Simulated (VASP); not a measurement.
# Te2Mo (P6_3/mmc) in VASP: notebook

Te2Mo is run at these levels: PBE; tasks: single point.

All numbers are computed with VASP 6.6.1; they aren't measurements. Logs are shortened: lines on timing, memory, paths and dates and some standing lists are left out, and cuts for length are marked.

**1. The cell of the first run**

Symmetry: P6_3/mmc, No. 194, hexagonal system. The conventional cell has a = 3.446 Å, b = 3.446 Å, c = 13.688 Å, α = 90.00°, β = 90.00°, γ = 120.00°. Within 3.6 Å of Te (site symmetry 3m) lie 3 Mo at 2.66 Å and 7 Te at 3.45 to 3.53 Å. Mo (site symmetry -6m2) has 6 Te at 2.66 Å and 6 Mo at 3.45 Å within 3.5 Å.

**2. Single point, PBE**

Contents of INCAR:

```
SYSTEM = Te2Mo
PREC     = Accurate       ! precision mode
ENCUT    = 520            ! plane-wave cutoff, eV
EDIFF    = 1E-7           ! SCF threshold, eV
ISMEAR   = -1             ! smearing method
SIGMA    = 0.1            ! smearing width, eV
LREAL    = .FALSE.        ! projectors in reciprocal space
LASPH    = .TRUE.         ! aspherical terms in the spheres
NELM     = 100            ! most SCF steps
ALGO     = Normal         ! electronic algorithm
ISIF     = 2              ! what is computed and relaxed
LWAVE    = .FALSE.        ! write WAVECAR
LCHARG   = .TRUE.         ! write CHGCAR
GGA      = PE             ! functional
LELF     = .TRUE.         ! ELF
LVHAR    = .TRUE.       
NBANDS   = 35             ! bands
```

Contents of KPOINTS:

```
Automatic mesh
0
G
  8 8 2
  0 0 0
```

Contents of POSCAR:

```
Te2Mo
1.0
    3.4463798477      0.0000000000      0.0000000000
   -1.7231899238      2.9846529149      0.0000000000
    0.0000000000      0.0000000000     13.6883444487
Te Mo
4 2
Direct
    0.3333333333      0.6666666667      0.6210000000
    0.6666666667      0.3333333333      0.1210000000
    0.3333333333      0.6666666667      0.8790000000
    0.6666666667      0.3333333333      0.3790000000
    0.3333333333      0.6666666667      0.2500000000
    0.6666666667      0.3333333333      0.7500000000
```

Potentials or basis: VASP PAW PBE potentials, release 64 (Te, Mo_sv).

Started as:

```
> cat potpaw_PBE.64/Te/POTCAR potpaw_PBE.64/Mo_sv/POTCAR > POTCAR
> mpirun -np 1 vasp_std > vasp.out
```

OUTCAR:

```text
SYSTEM = Te2Mo
   PREC = Accurate
   ENCUT = 520
   EDIFF = 1E-7
   ISMEAR = -1
   LREAL = .FALSE.
   LASPH = .TRUE.
   NELM = 100
   ISIF = 2
   GGA = PE

 ion  position               nearest neighbor table
   1  0.333  0.667  0.621-   6 2.66   6 2.66   6 2.66   3 3.53
   2  0.667  0.333  0.121-   5 2.66   5 2.66   5 2.66   4 3.53
   3  0.333  0.667  0.879-   6 2.66   6 2.66   6 2.66   1 3.53
   4  0.667  0.333  0.379-   5 2.66   5 2.66   5 2.66   2 3.53
   5  0.333  0.667  0.250-   2 2.66   4 2.66   2 2.66   4 2.66   2 2.66   4 2.66
   6  0.667  0.333  0.750-   1 2.66   3 2.66   1 2.66   3 2.66   1 2.66   3 2.66

  LATTYP: Found a hexagonal cell.
 ALAT       =     3.4463798477
 C/A-ratio  =     3.9718037633

  Lattice vectors:

 A1 = (   3.4463798477,   0.0000000000,   0.0000000000)
 A2 = (  -1.7231899238,   2.9846529149,   0.0000000000)
 A3 = (   0.0000000000,   0.0000000000,  13.6883444487)

Analysis of symmetry for initial positions (statically):
=====================================================================
 Subroutine PRICEL returns:
 Original cell was already a primitive cell.

 Routine SETGRP: Setting up the symmetry group for a
 hexagonal supercell.

 Subroutine GETGRP returns: Found 24 space group operations
 (whereof 12 operations were pure point group operations)
 out of a pool of 24 trial point group operations.

The static configuration has the point symmetry D_3d.
 The point group associated with its full space group is D_6h.

Analysis of symmetry for dynamics (positions and initial velocities):
=====================================================================
 Subroutine PRICEL returns:
 Original cell was already a primitive cell.

 Routine SETGRP: Setting up the symmetry group for a
 hexagonal supercell.

 Subroutine GETGRP returns: Found 24 space group operations
 (whereof 12 operations were pure point group operations)
 out of a pool of 24 trial point group operations.

The dynamic configuration has the point symmetry D_3d.
 The point group associated with its full space group is D_6h.

 Subroutine INISYM returns: Found 24 space group operations
 (whereof 12 operations are pure point group operations),
 and found     1 'primitive' translations

----------------------------------------------------------------------------------------

                                     Primitive cell

  volume of cell :     140.8017

  direct lattice vectors                    reciprocal lattice vectors
     3.446379848  0.000000000  0.000000000     0.290159543  0.167523667  0.000000000
    -1.723189924  2.984652915  0.000000000     0.000000000  0.335047333  0.000000000
     0.000000000  0.000000000 13.688344449     0.000000000  0.000000000  0.073054854

  length of vectors
     3.446379848  3.446380208 13.688344449     0.335047368  0.335047333  0.073054854

  position of ions in fractional coordinates (direct lattice)
     0.333333333  0.666666667  0.621000000
     0.666666667  0.333333333  0.121000000
     0.333333333  0.666666667  0.879000000
     0.666666667  0.333333333  0.379000000
     0.333333333  0.666666667  0.250000000
     0.666666667  0.333333333  0.750000000

  ion indices of the primitive-cell ions
   primitive index   ion index
                 1           1
                 2           2
                 3           3
                 4           4
                 5           5
                 6           6

----------------------------------------------------------------------------------------

 KPOINTS: Automatic mesh

Automatic generation of k-mesh.
 Grid dimensions read from file:
 generate k-points for:    8    8    2

 Generating k-lattice:

  Cartesian coordinates                     Fractional coordinates (reciprocal lattice)
     0.036269943  0.020940458  0.000000000     0.125000000  0.000000000  0.000000000
     0.000000000  0.041880917  0.000000000     0.000000000  0.125000000  0.000000000
     0.000000000  0.000000000  0.036527427     0.000000000  0.000000000  0.500000000

  Length of vectors
     0.041880921  0.041880917  0.036527427

  Shift w.r.t. Gamma in fractional coordinates (k-lattice)
     0.000000000  0.000000000  0.000000000

 Subroutine IBZKPT returns following result:
 ===========================================

 Found     20 irreducible k-points:

 Following reciprocal coordinates:
            Coordinates               Weight
  0.000000  0.000000  0.000000      1.000000
  0.125000 -0.000000  0.000000      6.000000
  0.250000 -0.000000  0.000000      6.000000
  0.375000  0.000000  0.000000      6.000000
  0.500000 -0.000000  0.000000      3.000000
  0.125000  0.125000  0.000000      6.000000
[... 12 lines left out ...]
  0.250000  0.250000  0.500000      6.000000
  0.375000  0.250000  0.500000      6.000000
   k-points           NKPTS =     20   k-points in BZ     NKDIM =     20   number of bands    NBANDS=     35
   number of dos      NEDOS =    301   number of ions     NIONS =      6
[... 52 lines left out ...]
   NGX = 13   NGY = 13   NGZ = 51

 number of electron      52.0000003 magnetization

 Free energy of the ion-electron system (eV)
  ---------------------------------------------------
  ext. energy  EPLUGINS =         0.00000000
  ---------------------------------------------------
  free energy    TOTEN  =       -35.62026049 eV

  energy without entropy =      -35.61558619  energy(sigma->0) =      -35.61792334

 E-fermi :   9.3847     XC(G=0): -10.7394

 val. band max:        9.0203225112   @ k =   0.0000   0.0000   0.0000
 cond. band min:       9.7974205104   @ k =   0.2500   0.1250   0.0000
 fundamental gap:      0.7770979992
 Fermi energy:         9.3847362192

 k-point     1 :       0.0000    0.0000    0.0000
  band No.  band energies     occupation
      1     -51.7642      2.00000
      2     -51.7642      2.00000
      3     -25.9878      2.00000
      4     -25.9877      2.00000
      5     -25.8186      2.00000
      6     -25.8186      2.00000
[... 27 lines left out ...]
     34      12.7255      0.00000
     35      15.1213      0.00000

 k-point     2 :       0.1250   -0.0000    0.0000
  band No.  band energies     occupation
      1     -51.7622      2.00000
      2     -51.7622      2.00000
      3     -25.9819      2.00000
      4     -25.9819      2.00000
      5     -25.8438      2.00000
      6     -25.8438      2.00000
[... 27 lines left out ...]
     34      12.5442      0.00000
     35      15.7423      0.00000

 k-point     3 :       0.2500   -0.0000    0.0000
  band No.  band energies     occupation
      1     -51.7574      2.00000
      2     -51.7574      2.00000
      3     -25.9678      2.00000
      4     -25.9678      2.00000
      5     -25.9041      2.00000
      6     -25.9041      2.00000
[... 27 lines left out ...]
     34      12.9299      0.00000
     35      15.3908      0.00000

 k-point     4 :       0.3750    0.0000    0.0000
  band No.  band energies     occupation
      1     -51.7525      2.00000
      2     -51.7525      2.00000
      3     -25.9637      2.00000
      4     -25.9637      2.00000
      5     -25.9537      2.00000
      6     -25.9537      2.00000
[... 27 lines left out ...]
     34      13.1342      0.00000
     35      13.5525      0.00000

 k-point     5 :       0.5000   -0.0000    0.0000
  band No.  band energies     occupation
      1     -51.7505      2.00000
      2     -51.7505      2.00000
      3     -25.9882      2.00000
      4     -25.9882      2.00000
      5     -25.9478      2.00000
      6     -25.9478      2.00000
[... 486 lines left out ...]
 k-point    18 :       0.3750    0.1250    0.5000
  band No.  band energies     occupation
      1     -51.7505      2.00000
      2     -51.7505      2.00000
      3     -25.9751      2.00000
      4     -25.9751      2.00000
      5     -25.9478      2.00000
      6     -25.9478      2.00000
[... 27 lines left out ...]
     34      12.5776      0.00000
     35      13.8886      0.00000

 k-point    19 :       0.2500    0.2500    0.5000
  band No.  band energies     occupation
      1     -51.7505      2.00000
      2     -51.7505      2.00000
      3     -25.9572      2.00000
      4     -25.9572      2.00000
      5     -25.9478      2.00000
      6     -25.9478      2.00000
[... 27 lines left out ...]
     34      12.9158      0.00000
     35      14.5899      0.00000

 k-point    20 :       0.3750    0.2500    0.5000
  band No.  band energies     occupation
      1     -51.7491      2.00000
      2     -51.7491      2.00000
      3     -25.9596      2.00000
      4     -25.9596      2.00000
      5     -25.9437      2.00000
      6     -25.9437      2.00000
[... 27 lines left out ...]
     34      12.8371      0.00000
     35      14.1621      0.00000

------------------------ aborting loop because EDIFF is reached ----------------------------------------

  FORCE on cell =-STRESS in cart. coord.  units (eV):
  Direction    XX          YY          ZZ          XY          YZ          ZX
  --------------------------------------------------------------------------------------
  -------------------------------------------------------------------------------------
  Total        8.4773343      8.4773366     10.7185382      0.0000000     -0.0000000      0.0000000
  in kB       96.4632721     96.4632990    121.9658478      0.0000000     -0.0000000      0.0000000
  external PRESSURE =     104.9641397 kB  Pullay stress =       0.0000000 kB

 VOLUME and BASIS-vectors are now :
 -----------------------------------------------------------------------------
  energy-cutoff  :      520.00
  volume of cell :      140.80
      direct lattice vectors                 reciprocal lattice vectors
     3.446379848  0.000000000  0.000000000     0.290159543  0.167523667  0.000000000
    -1.723189924  2.984652915  0.000000000     0.000000000  0.335047333  0.000000000
     0.000000000  0.000000000 13.688344449     0.000000000  0.000000000  0.073054854

 POSITION                                       TOTAL-FORCE (eV/Angst)
 -----------------------------------------------------------------------------------
     -0.00000      1.98977      8.50046        -0.000000      0.000000     -1.139069
      1.72319      0.99488      1.65629         0.000000     -0.000000     -1.139069
     -0.00000      1.98977     12.03205        -0.000000      0.000000      1.139069
      1.72319      0.99488      5.18788         0.000000     -0.000000      1.139069
     -0.00000      1.98977      3.42209        -0.000000     -0.000000      0.000000
      1.72319      0.99488     10.26626         0.000000      0.000000      0.000000
 -----------------------------------------------------------------------------------
    total drift:                               -0.000000      0.000000     -0.000000

  FREE ENERGIE OF THE ION-ELECTRON SYSTEM (eV)
  ---------------------------------------------------
  free  energy   TOTEN  =       -35.6202604919 eV

  energy  without entropy=      -35.6155861887  energy(sigma->0) =      -35.61792334
```

Wall time 3.9 min (1 thread of AMD EPYC 7R43 (Zen 3), shared host); peak memory 0.28 GiB.

Results:

```
Free energy            : -35.6203 eV
Pressure               : 10.5 GPa
Largest force          : 1.139 eV/Å
Band gap on the k mesh : 0.78 eV (least direct gap 1.31 eV)
```

Forces in eV/Å, atoms in the order of the input:
```
Te   0.000  0.000 -1.139
Te   0.000  0.000 -1.139
Te   0.000  0.000  1.139
Te   0.000  0.000  1.139
Mo   0.000  0.000  0.000
Mo   0.000  0.000  0.000
```

Stress tensor (GPa, compression positive):
```
 9.65  0.00  0.00
 0.00  9.65  0.00
 0.00  0.00 12.20
```

Caveat: the cell stands under pressure; spin-orbit coupling is left out, which moves the levels of the heavy elements; this functional lacks dispersion, which binds the layers, so the pressure and a relaxed spacing across them are unreliable; forces of over 1 eV/Å act on the atoms, so gaps and moduli don't describe the material at rest. PBE gaps usually lie below the measured ones, often by a third to a half.

**3. Single point, PBE**

This run uses another cell than the first one, of 23.97 Å³/atom.

Contents of INCAR:

```
PREC = Accurate
ENCUT = 520
EDIFF = 1E-6
ISMEAR = -1
SIGMA = 0.1
LREAL = False
LASPH = True
NELM = 100
ALGO = Normal
ISIF = 2
LWAVE = False
LCHARG = False
GGA = PE
NBANDS = 35
```

Contents of KPOINTS:

```
regular mesh
0
Gamma
  8 8 2
```

POSCAR: that of step 2 with these lines changed.

```diff
@@ -2,5 +2,5 @@
 1.0
-    3.4463798477      0.0000000000      0.0000000000
-   -1.7231899238      2.9846529149      0.0000000000
-    0.0000000000      0.0000000000     13.6883444487
+    3.4706509280      0.0000000000      0.0000000000
+   -1.7353254640      3.0056722900      0.0000000000
+    0.0000000000      0.0000000000     13.7847444167
 Te Mo
```

Potentials or basis: VASP PAW PBE potentials, release 64 (Te, Mo_sv).

Started as:

```
> cat potpaw_PBE.64/Te/POTCAR potpaw_PBE.64/Mo_sv/POTCAR > POTCAR
> mpirun -np 1 vasp_std > vasp.out
```

Run time: 3.2 min. Hardware: 1 thread of AMD EPYC 7R43 (Zen 3), shared host; peak memory 0.27 GiB.

Results (log left out):

```yaml
Free_energy: -35.7903 eV
Pressure: 7.7 GPa
Largest_force: 0.796 eV/Å
Band_gap_on_the_k_mesh: 0.79 eV (least direct gap 1.27 eV)
```

Forces in eV/Å, atoms in the order of the input:
```
Te   0.000  0.000 -0.796
Te   0.000  0.000 -0.796
Te   0.000  0.000  0.796
Te   0.000  0.000  0.796
Mo   0.000  0.000  0.000
Mo   0.000  0.000  0.000
```

Stress tensor (GPa, compression positive):
```
7.07 0.00 0.00
0.00 7.07 0.00
0.00 0.00 8.96
```

Levels at points of the mesh, in eV from the valence-band top:
| k point | band 22 | band 23 | band 24 | band 25 | band 26 | band 27 | band 28 | band 29 | band 30 | band 31 |
| --- | --- | --- | --- | --- | --- | --- | --- | --- | --- | --- |
| (0.00, 0.00, 0.00) | -1.13 | -1.10 | -1.10 | -0.30 | 0.00 | 3.04 | 3.04 | 3.18 | 3.18 | 3.31 |
| (0.50, 0.00, 0.00) | -1.87 | -1.11 | -1.06 | -0.62 | -0.31 | 1.29 | 1.36 | 1.49 | 1.85 | 2.70 |
| (0.00, 0.00, 0.50) | -1.11 | -1.11 | -1.11 | -0.08 | -0.08 | 3.09 | 3.09 | 3.09 | 3.09 | 3.48 |
| (0.50, 0.00, 0.50) | -2.00 | -1.06 | -1.06 | -0.46 | -0.46 | 1.32 | 1.32 | 1.69 | 1.69 | 3.15 |

Caveat: the cell stands under pressure; spin-orbit coupling is left out, which moves the levels of the heavy elements; this functional lacks dispersion, which binds the layers, so the pressure and a relaxed spacing across them are unreliable.

**4. Single point, PBE**

This run uses another cell than the first one, of 24.47 Å³/atom.

Contents of INCAR:

```
SYSTEM = Te2Mo
  PREC = Accurate
  ENCUT = 520
  EDIFF = 1E-7
  ISMEAR = -1
  SIGMA = 0.1
  LREAL = .FALSE.
  LASPH = .TRUE.
  NELM = 100
  ALGO = Normal
  ISIF = 2
  LWAVE = .FALSE.
  LCHARG = .FALSE.
  GGA = PE
  NBANDS = 35
```

Contents of KPOINTS:

```
regular mesh
0
G
  8 8 2
  0 0 0
```

POSCAR: that of step 3 with these lines changed.

```diff
@@ -2,5 +2,5 @@
 1.0
-    3.4706509280      0.0000000000      0.0000000000
-   -1.7353254640      3.0056722900      0.0000000000
-    0.0000000000      0.0000000000     13.7847444167
+    3.4945872080      0.0000000000      0.0000000000
+   -1.7472936040      3.0264017194      0.0000000000
+    0.0000000000      0.0000000000     13.8798146239
 Te Mo
```

Started as:

```
> cat potpaw_PBE.64/Te/POTCAR potpaw_PBE.64/Mo_sv/POTCAR > POTCAR
> mpirun -np 1 vasp_std > vasp.out
```

Run time: 4.3 min. Hardware: 1 thread of AMD EPYC 7R43 (Zen 3), shared host; peak memory 0.27 GiB.

Results (log left out):

| Item | Value |
| --- | --- |
| Free energy | -35.9108 eV |
| Pressure | 5.2 GPa |
| Largest force | 0.480 eV/Å |
| Band gap on the k mesh | 0.79 eV (least direct gap 1.24 eV) |

Forces in eV/Å, atoms in the order of the input:
```
Te   0.000  0.000 -0.480
Te   0.000  0.000 -0.480
Te   0.000  0.000  0.480
Te   0.000  0.000  0.480
Mo   0.000  0.000  0.000
Mo   0.000  0.000  0.000
```

Stress tensor (GPa, compression positive):
```
4.76 0.00 0.00
0.00 4.76 0.00
0.00 0.00 6.05
```

Levels at points of the mesh, in eV from the valence-band top:
```csv
k point,band 22,band 23,band 24,band 25,band 26,band 27,band 28,band 29,band 30,band 31
"(0.00, 0.00, 0.00)",-1.09,-1.06,-1.06,-0.31,0.00,2.97,2.97,3.11,3.11,3.22
"(0.50, 0.00, 0.00)",-1.84,-1.06,-1.01,-0.61,-0.31,1.28,1.34,1.47,1.82,2.66
"(0.00, 0.00, 0.50)",-1.08,-1.08,-1.08,-0.08,-0.08,3.01,3.01,3.01,3.01,3.38
"(0.50, 0.00, 0.50)",-1.96,-1.02,-1.02,-0.46,-0.46,1.30,1.30,1.66,1.66,3.10
```

Caveat: the cell stands under pressure; spin-orbit coupling is left out, which moves the levels of the heavy elements; this functional lacks dispersion, which binds the layers, so the pressure and a relaxed spacing across them are unreliable.

**5. Overview**

```csv
cell,gap on the mesh (eV),pressure (GPa),largest force (eV/Å)
"a = 3.446, b = 3.446, c = 13.688 Å, angles 90.0, 90.0, 120.0°, 6 atoms",0.78,10.5,1.14
"a = 3.471, b = 3.471, c = 13.785 Å, angles 90.0, 90.0, 120.0°, 6 atoms",0.79,7.7,0.80
"a = 3.495, b = 3.495, c = 13.880 Å, angles 90.0, 90.0, 120.0°, 6 atoms",0.79,5.2,0.48
```

Alike in all rows: task single point; level PBE; potentials or basis VASP PAW PBE potentials, release 64 (Te, Mo_sv); no spin polarisation; k mesh 8 × 8 × 2; cutoff (eV) 520; smearing fermi-dirac 0.1 eV.

Caveats: the cell stands under pressure; spin-orbit coupling is left out, which moves the levels of the heavy elements; this functional lacks dispersion, which binds the layers, so the pressure and a relaxed spacing across them are unreliable; forces of over 1 eV/Å act on the atoms, so gaps and moduli don't describe the material at rest (at least some runs).

Absolute energies hang on the potentials; compare differences alone.
